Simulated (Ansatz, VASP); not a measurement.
# Two plane-wave programs on Si

```
Si
1.0
     2.54175    0.00000    0.00000
     0.00000    2.54175    0.00000
     0.00000    0.00000    2.54175
Si
1
Direct
  0.00000 0.00000 0.00000
```

Alike in both runs: functional RPBE; k mesh 12 × 12 × 12; occupations fermi-dirac, width 0.1 eV; no spin polarisation.

Ansatz relaxed the structure, and its values are those at the end. VASP's run is a single point on that final structure, the one shown.

|  | VASP | Ansatz |
| --- | --- | --- |
| version | VASP 6.6.1 | Ansatz 0.2.0 |
| potentials or method | VASP PAW PBE potentials, release 64 (Si), cutoff 520 eV | plane waves (420 eV) with PAW, scalar-relativistic |
| valence electrons in the cell | 4 | 4 |

|  | VASP | Ansatz | Ansatz less VASP |
| --- | --- | --- | --- |
| pressure (GPa) | -0.3 | 0.0 | +0.31 |

VASP's potentials were made for PBE, not for RPBE. The functional is the same, so the differences come from potentials, cutoffs and numerics.
